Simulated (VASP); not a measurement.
# Te2Pb (Fm-3m) in VASP: a series of runs, part 2 of 2

VASP 6.6.1. Earlier steps stand in the parts before.

## Step 3: Single point, PBE

The input, INCAR:

```
PREC = Accurate
ENCUT = 520
EDIFF = 1E-6
ISMEAR = 1
SIGMA = 0.2
LREAL = False
LASPH = True
NELM = 80
ALGO = Normal
ISIF = 2
LWAVE = False
LCHARG = False
GGA = PE
NBANDS = 20
```

The input, KPOINTS:

```
Automatic mesh
0
Gamma
  4 4 4
```

The input, POSCAR:

```
Te2Pb
1.0
    0.0000000000      3.7966139269      3.7966139269
    3.7966139269      0.0000000000      3.7966139269
    3.7966139269      3.7966139269      0.0000000000
Pb Te
1 2
Direct
    0.0000000000      0.0000000000      0.0000000000
    0.2500000000      0.2500000000      0.2500000000
    0.7500000000      0.7500000000      0.7500000000
```

Potentials or basis: VASP PAW PBE potentials, release 64 (Pb_d, Te).

Launch:

```
cat potpaw_PBE.64/Pb_d/POTCAR potpaw_PBE.64/Te/POTCAR > POTCAR
mpirun -np 1 vasp_std > vasp.out
```

OUTCAR:

```text
PREC = Accurate
   ENCUT = 520
   EDIFF = 1E-6
   ISMEAR = 1
   LREAL = False
   LASPH = True
   NELM = 80
   ISIF = 2
   GGA = PE

 ion  position               nearest neighbor table
   1  0.000  0.000  0.000-   3 3.29   3 3.29   3 3.29   2 3.29   3 3.29   2 3.29   2 3.29   2 3.29

   2  0.250  0.250  0.250-   1 3.29   1 3.29   1 3.29   1 3.29
   3  0.750  0.750  0.750-   1 3.29   1 3.29   1 3.29   1 3.29

  LATTYP: Found a face centered cubic cell.
 ALAT       =     7.5932278538

  Lattice vectors:

 A1 = (   0.0000000000,   3.7966139269,   3.7966139269)
 A2 = (   3.7966139269,   0.0000000000,   3.7966139269)
 A3 = (   3.7966139269,   3.7966139269,   0.0000000000)

Analysis of symmetry for initial positions (statically):
=====================================================================
 Subroutine PRICEL returns:
 Original cell was already a primitive cell.

 Routine SETGRP: Setting up the symmetry group for a
 face centered cubic supercell.

 Subroutine GETGRP returns: Found 48 space group operations
 (whereof 48 operations were pure point group operations)
 out of a pool of 48 trial point group operations.

The static configuration has the point symmetry O_h .

Analysis of symmetry for dynamics (positions and initial velocities):
=====================================================================
 Subroutine PRICEL returns:
 Original cell was already a primitive cell.

 Routine SETGRP: Setting up the symmetry group for a
 face centered cubic supercell.

 Subroutine GETGRP returns: Found 48 space group operations
 (whereof 48 operations were pure point group operations)
 out of a pool of 48 trial point group operations.

The dynamic configuration has the point symmetry O_h .

 Subroutine INISYM returns: Found 48 space group operations
 (whereof 48 operations are pure point group operations),
[... 95 lines left out ...]
   EFERMI =   0.00;   METHOD = LEGACY
   ISMEAR =     1;   SIGMA  =   0.20  broadening in eV -4-tet -1-fermi 0-gaus
   EFERMI_NEDOS =   21; number of points for ismear=-14 and -15
   IALGO  =     38    algorithm
   IMIX   =      4    mixing-type and parameters
     AMIX     =   0.40;   BMIX     =  1.00
     AMIX_MAG =   1.60;   BMIX_MAG =  1.00
  volume/ion in A,a.u.               =      36.48       246.20
  Fermi-wavevector in a.u.,A,eV,Ry     =   1.013895  1.915983 13.986550  1.027982
  Thomas-Fermi vector in A             =   2.147090
   LORBIT       =      0    0 simple, 1 ext, 2 COOP (PROOUT), +10 PAW based schemes
   GGA     = PE    functional components
   LHFCALC =     F    Hartree Fock is set to
   AEXX    =    0.0000 exact exchange contribution
   IVDW    =     0    specifies the selected vdW correction
   LEPSILON=     F    determine dielectric tensor
   LRPA    =     F    only Hartree local field effects (RPA)
 non-spin polarized calculation
 Methfessel and Paxton  Order N= 1 SIGMA  =   0.20
  energy-cutoff  :      520.00
  volume of cell :      109.45
 maximum number of plane-waves:      2996
   NGX = 19   NGY = 19   NGZ = 19

 number of electron      26.0000005 magnetization

 Free energy of the ion-electron system (eV)
  ---------------------------------------------------
  ext. energy  EPLUGINS =         0.00000000
  ---------------------------------------------------
  free energy    TOTEN  =        -9.60017528 eV

  energy without entropy =       -9.60057631  energy(sigma->0) =       -9.60030895

 E-fermi :   4.6948     XC(G=0):  -8.8305

 val. band max:        4.5623342681   @ k =   0.2500   0.2500   0.0000
 cond. band min:       4.7553147346   @ k =   0.2500   0.0000   0.0000
 fundamental gap:      0.1929804666
 Fermi energy:         4.6948095590

 k-point     1 :       0.0000    0.0000    0.0000
  band No.  band energies     occupation
      1     -11.8503      2.00000
      2     -11.8503      2.00000
      3     -11.8503      2.00000
      4     -11.8228      2.00000
      5     -11.8228      2.00000
      6      -7.3172      2.00000
[... 173 lines left out ...]
     19      12.2833      0.00000
     20      12.2877      0.00000

------------------------ aborting loop because EDIFF is reached ----------------------------------------

  FORCE on cell =-STRESS in cart. coord.  units (eV):
  Direction    XX          YY          ZZ          XY          YZ          ZX
  --------------------------------------------------------------------------------------
  -------------------------------------------------------------------------------------
  Total        0.2324178      0.2324178      0.2324178      0.0000000      0.0000000     -0.0000000
  in kB        3.4022066      3.4022066      3.4022066      0.0000000      0.0000000     -0.0000000
  external PRESSURE =       3.4022066 kB  Pullay stress =       0.0000000 kB

 VOLUME and BASIS-vectors are now :
 -----------------------------------------------------------------------------
  energy-cutoff  :      520.00
  volume of cell :      109.45
      direct lattice vectors                 reciprocal lattice vectors
     0.000000000  3.796613927  3.796613927    -0.131696298  0.131696298  0.131696298
     3.796613927  0.000000000  3.796613927     0.131696298 -0.131696298  0.131696298
     3.796613927  3.796613927  0.000000000     0.131696298  0.131696298 -0.131696298

 POSITION                                       TOTAL-FORCE (eV/Angst)
 -----------------------------------------------------------------------------------
      0.00000      0.00000      0.00000        -0.000000     -0.000000     -0.000000
      1.89831      1.89831      1.89831         0.000000      0.000000      0.000000
      5.69492      5.69492      5.69492        -0.000000      0.000000     -0.000000
 -----------------------------------------------------------------------------------
    total drift:                               -0.000000      0.000000      0.000000

  FREE ENERGIE OF THE ION-ELECTRON SYSTEM (eV)
  ---------------------------------------------------
  free  energy   TOTEN  =        -9.6001752787 eV

  energy  without entropy=       -9.6005763065  energy(sigma->0) =       -9.60030895
```

OSZICAR:

```text
N       E                     dE             d eps       ncg     rms          rms(c)
DAV:   1     0.206323301706E+03    0.20632E+03   -0.10914E+04   320   0.115E+03
DAV:   2     0.896108093096E+01   -0.19736E+03   -0.19087E+03   324   0.293E+02
DAV:   3    -0.895957539816E+01   -0.17921E+02   -0.17442E+02   412   0.984E+01
DAV:   4    -0.959675319673E+01   -0.63718E+00   -0.63261E+00   400   0.192E+01
DAV:   5    -0.962390398820E+01   -0.27151E-01   -0.27148E-01   424   0.414E+00    0.485E+00
DAV:   6    -0.959761043885E+01    0.26294E-01   -0.72295E-02   364   0.232E+00    0.310E+00
DAV:   7    -0.960051006145E+01   -0.28996E-02   -0.50581E-02   380   0.139E+00    0.359E-01
DAV:   8    -0.959990001944E+01    0.61004E-03   -0.88032E-03   360   0.882E-01    0.105E-01
DAV:   9    -0.960013483185E+01   -0.23481E-03   -0.52882E-04   348   0.177E-01    0.275E-02
DAV:  10    -0.960015585369E+01   -0.21022E-04   -0.34573E-05   352   0.481E-02    0.193E-02
DAV:  11    -0.960017468470E+01   -0.18831E-04   -0.35157E-05   328   0.383E-02    0.480E-03
DAV:  12    -0.960017527873E+01   -0.59403E-06   -0.21480E-06   272   0.176E-02
   1 F= -.96001753E+01 E0= -.96003090E+01  d E =0.401028E-03
```

stdout:

```text
POSCAR found type information on POSCAR PbTe
 POSCAR found :  2 types and       3 ions
 scaLAPACK will be used
 LDA part: xc-table for (Slater+PW92), standard interpolation
 POSCAR, INCAR and KPOINTS ok, starting setup
 FFT: planning ... GRIDC
 FFT: planning ... GRID_SOFT
 FFT: planning ... GRID
 WAVECAR not read
 entering main loop
```

Wall time 46 s (1 thread of AMD EPYC 7R13, shared host); peak memory 0.2 GiB.

Results:

| Property | Result |
| --- | --- |
| Free energy | -9.6002 eV |
| Pressure | 0.3 GPa |
| Band gap on the k mesh | zero (band 13 reaches 5.47 eV, above the bottom of band 14 at 3.62 eV) |

Levels at points of the mesh, in eV from the Fermi level:
| k point | band 11 | band 12 | band 13 | band 14 | band 15 | band 16 |
| --- | --- | --- | --- | --- | --- | --- |
| (0.00, 0.00, 0.00) | -2.18 | -1.08 | -1.08 | -1.08 | 1.85 | 1.85 |
| (0.50, 0.00, 0.00) | -2.20 | -1.47 | -1.47 | 0.26 | 3.42 | 3.42 |
| (0.50, 0.50, 0.00) | -1.80 | 0.57 | 0.57 | 1.01 | 2.31 | 4.36 |

Caveat: spin-orbit coupling is left out, which moves the levels of the heavy elements.

## Step 4: Single point, PBE

The input, INCAR:

```
  ALGO = Normal
  EDIFF = 1E-6
  ENCUT = 520
  GGA = PE
  ISIF = 2
  ISMEAR = -1
  LASPH = T
  LCHARG = F
  LREAL = F
  LWAVE = F
  NBANDS = 20
  NELM = 100
  PREC = Accurate
  SIGMA = 0.02
```

The input, KPOINTS:

```
k-points
0
Gamma
  4 4 4
```

POSCAR is that of step 3.

Potentials or basis: VASP PAW PBE potentials, release 64 (Pb_d, Te).

Launch:

```
cat potpaw_PBE.64/Pb_d/POTCAR potpaw_PBE.64/Te/POTCAR > POTCAR
mpirun -np 1 vasp_std > vasp.out
```

OUTCAR:

```text
EDIFF = 1E-6
   ENCUT = 520
   GGA = PE
   ISIF = 2
   ISMEAR = -1
   LASPH = T
   LREAL = F
   NELM = 100
   PREC = Accurate

 ion  position               nearest neighbor table
   1  0.000  0.000  0.000-   3 3.29   3 3.29   3 3.29   2 3.29   3 3.29   2 3.29   2 3.29   2 3.29

   2  0.250  0.250  0.250-   1 3.29   1 3.29   1 3.29   1 3.29
   3  0.750  0.750  0.750-   1 3.29   1 3.29   1 3.29   1 3.29

  LATTYP: Found a face centered cubic cell.
 ALAT       =     7.5932278538

  Lattice vectors:

 A1 = (   0.0000000000,   3.7966139269,   3.7966139269)
 A2 = (   3.7966139269,   0.0000000000,   3.7966139269)
 A3 = (   3.7966139269,   3.7966139269,   0.0000000000)

Analysis of symmetry for initial positions (statically):
=====================================================================
 Subroutine PRICEL returns:
 Original cell was already a primitive cell.

 Routine SETGRP: Setting up the symmetry group for a
 face centered cubic supercell.

 Subroutine GETGRP returns: Found 48 space group operations
 (whereof 48 operations were pure point group operations)
 out of a pool of 48 trial point group operations.

The static configuration has the point symmetry O_h .

Analysis of symmetry for dynamics (positions and initial velocities):
=====================================================================
 Subroutine PRICEL returns:
 Original cell was already a primitive cell.

 Routine SETGRP: Setting up the symmetry group for a
 face centered cubic supercell.

 Subroutine GETGRP returns: Found 48 space group operations
 (whereof 48 operations were pure point group operations)
 out of a pool of 48 trial point group operations.

The dynamic configuration has the point symmetry O_h .

 Subroutine INISYM returns: Found 48 space group operations
 (whereof 48 operations are pure point group operations),
 and found     1 'primitive' translations

----------------------------------------------------------------------------------------

                                     Primitive cell

  volume of cell :     109.4509

  direct lattice vectors                    reciprocal lattice vectors
     0.000000000  3.796613927  3.796613927    -0.131696298  0.131696298  0.131696298
     3.796613927  0.000000000  3.796613927     0.131696298 -0.131696298  0.131696298
     3.796613927  3.796613927  0.000000000     0.131696298  0.131696298 -0.131696298

  length of vectors
     5.369222907  5.369222907  5.369222907     0.228104680  0.228104680  0.228104680

  position of ions in fractional coordinates (direct lattice)
     0.000000000  0.000000000  0.000000000
     0.250000000  0.250000000  0.250000000
     0.750000000  0.750000000  0.750000000

  ion indices of the primitive-cell ions
   primitive index   ion index
                 1           1
                 2           2
                 3           3

----------------------------------------------------------------------------------------

 KPOINTS: k-points

Automatic generation of k-mesh.
 Grid dimensions read from file:
 generate k-points for:    4    4    4

 Generating k-lattice:

  Cartesian coordinates                     Fractional coordinates (reciprocal lattice)
    -0.032924075  0.032924075  0.032924075     0.250000000  0.000000000  0.000000000
     0.032924075 -0.032924075  0.032924075     0.000000000  0.250000000  0.000000000
     0.032924075  0.032924075 -0.032924075     0.000000000  0.000000000  0.250000000

  Length of vectors
     0.057026170  0.057026170  0.057026170

  Shift w.r.t. Gamma in fractional coordinates (k-lattice)
     0.000000000  0.000000000  0.000000000

 Subroutine IBZKPT returns following result:
 ===========================================

 Found      8 irreducible k-points:

 Following reciprocal coordinates:
            Coordinates               Weight
  0.000000  0.000000  0.000000      1.000000
  0.250000  0.000000  0.000000      8.000000
  0.500000  0.000000  0.000000      4.000000
  0.250000  0.250000  0.000000      6.000000
  0.500000  0.250000  0.000000     24.000000
 -0.250000  0.250000  0.000000     12.000000
  0.500000  0.500000  0.000000      3.000000
 -0.250000  0.500000  0.250000      6.000000
   k-points           NKPTS =      8   k-points in BZ     NKDIM =      8   number of bands    NBANDS=     20
   number of dos      NEDOS =    301   number of ions     NIONS =      3
   total plane-waves  NPLWV =  64000
   dimension x,y,z NGX =    40 NGY =   40 NGZ =   40
   dimension x,y,z NGXF=    80 NGYF=   80 NGZF=   80
   ions per type =               1   2
   NGX,Y,Z   is equivalent  to a cutoff of  12.39, 12.39, 12.39 a.u.
   NGXF,Y,Z  is equivalent  to a cutoff of  24.77, 24.77, 24.77 a.u.
 SYSTEM =  unknown system
   PREC   = accura    normal or accurate (medium, high low for compatibility)
   ISTART =      0    job   : 0-new  1-cont  2-samecut
   ICHARG =      2    charge: 1-file 2-atom 10-const
   ISPIN  =      1    spin polarized calculation?
   LNONCOLLINEAR =      F non collinear calculations
   LSORBIT =      F    spin-orbit coupling
   LASPH  =      T    aspherical Exc in radial PAW
   ENCUT  =  520.0 eV  38.22 Ry    6.18 a.u.   9.98  9.98  9.98*2*pi/ulx,y,z
   NELM   =    100;   NELMIN=  2; NELMDL= -5     # of ELM steps
   EDIFF  = 0.1E-05   stopping-criterion for ELM
   LREAL  =      F    real-space projection
[... 7 lines left out ...]
   TEBEG  =    0.0;   TEEND  =   0.0 temperature during run
   PSTRESS=    0.0 pullay stress
   NELECT =      26.0000    total number of electrons
   NUPDOWN=      -1.0000    fix difference up-down
   EMIN   =  10.00;   EMAX   =-10.00  energy-range for DOS
   EFERMI =   0.00;   METHOD = LEGACY
   ISMEAR =    -1;   SIGMA  =   0.02  broadening in eV -4-tet -1-fermi 0-gaus
   EFERMI_NEDOS =   21; number of points for ismear=-14 and -15
   IALGO  =     38    algorithm
   IMIX   =      4    mixing-type and parameters
     AMIX     =   0.40;   BMIX     =  1.00
     AMIX_MAG =   1.60;   BMIX_MAG =  1.00
  volume/ion in A,a.u.               =      36.48       246.20
  Fermi-wavevector in a.u.,A,eV,Ry     =   1.013895  1.915983 13.986550  1.027982
  Thomas-Fermi vector in A             =   2.147090
   LORBIT       =      0    0 simple, 1 ext, 2 COOP (PROOUT), +10 PAW based schemes
   GGA     = PE    functional components
   LHFCALC =     F    Hartree Fock is set to
   AEXX    =    0.0000 exact exchange contribution
   IVDW    =     0    specifies the selected vdW correction
   LEPSILON=     F    determine dielectric tensor
   LRPA    =     F    only Hartree local field effects (RPA)
 non-spin polarized calculation
  energy-cutoff  :      520.00
  volume of cell :      109.45
 maximum number of plane-waves:      2996
   NGX = 19   NGY = 19   NGZ = 19

 number of electron      26.0000005 magnetization

 Free energy of the ion-electron system (eV)
  ---------------------------------------------------
  ext. energy  EPLUGINS =         0.00000000
  ---------------------------------------------------
  free energy    TOTEN  =        -9.60075728 eV

  energy without entropy =       -9.59321093  energy(sigma->0) =       -9.59698411

 E-fermi :   4.7443     XC(G=0):  -8.8313

 val. band max:        4.5609042702   @ k =   0.2500   0.2500   0.0000
 cond. band min:       4.7538135117   @ k =   0.2500   0.0000   0.0000
 fundamental gap:      0.1929092415
 Fermi energy:         4.7442584092

 k-point     1 :       0.0000    0.0000    0.0000
  band No.  band energies     occupation
      1     -11.8422      2.00000
      2     -11.8422      2.00000
      3     -11.8422      2.00000
      4     -11.8147      2.00000
      5     -11.8147      2.00000
      6      -7.3182      2.00000
[... 12 lines left out ...]
     19       9.9208      0.00000
     20      10.3202      0.00000

 k-point     2 :       0.2500    0.0000    0.0000
  band No.  band energies     occupation
      1     -11.8481      2.00000
      2     -11.8399      2.00000
      3     -11.8399      2.00000
      4     -11.8146      2.00000
      5     -11.8146      2.00000
      6      -6.9540      2.00000
[... 130 lines left out ...]
 k-point     8 :      -0.2500    0.5000    0.2500
  band No.  band energies     occupation
      1     -11.8482      2.00000
      2     -11.8482      2.00000
      3     -11.8331      2.00000
      4     -11.8160      2.00000
      5     -11.8137      2.00000
      6      -5.7205      2.00000
[... 12 lines left out ...]
     19      12.2825      0.00000
     20      12.2866      0.00000

------------------------ aborting loop because EDIFF is reached ----------------------------------------

  FORCE on cell =-STRESS in cart. coord.  units (eV):
  Direction    XX          YY          ZZ          XY          YZ          ZX
  --------------------------------------------------------------------------------------
  -------------------------------------------------------------------------------------
  Total        0.2644999      0.2644999      0.2644999     -0.0000000     -0.0000000      0.0000000
  in kB        3.8718347      3.8718347      3.8718347     -0.0000000     -0.0000000      0.0000000
  external PRESSURE =       3.8718347 kB  Pullay stress =       0.0000000 kB

 VOLUME and BASIS-vectors are now :
 -----------------------------------------------------------------------------
  energy-cutoff  :      520.00
  volume of cell :      109.45
      direct lattice vectors                 reciprocal lattice vectors
     0.000000000  3.796613927  3.796613927    -0.131696298  0.131696298  0.131696298
     3.796613927  0.000000000  3.796613927     0.131696298 -0.131696298  0.131696298
     3.796613927  3.796613927  0.000000000     0.131696298  0.131696298 -0.131696298

 POSITION                                       TOTAL-FORCE (eV/Angst)
 -----------------------------------------------------------------------------------
      0.00000      0.00000      0.00000         0.000000      0.000000      0.000000
      1.89831      1.89831      1.89831        -0.000000     -0.000000     -0.000000
      5.69492      5.69492      5.69492         0.000000      0.000000      0.000000
 -----------------------------------------------------------------------------------
    total drift:                               -0.000000      0.000000      0.000000

  FREE ENERGIE OF THE ION-ELECTRON SYSTEM (eV)
  ---------------------------------------------------
  free  energy   TOTEN  =        -9.6007572803 eV

  energy  without entropy=       -9.5932109337  energy(sigma->0) =       -9.59698411
```

Wall time 59 s (1 thread of AMD EPYC 7R13, shared host); peak memory 0.2 GiB.

Results:

* Free energy: -9.6008 eV
* Pressure: 0.4 GPa
* Band gap on the k mesh: zero (band 13 reaches 5.47 eV, above the bottom of band 14 at 3.62 eV)

Caveat: spin-orbit coupling is left out, which moves the levels of the heavy elements.
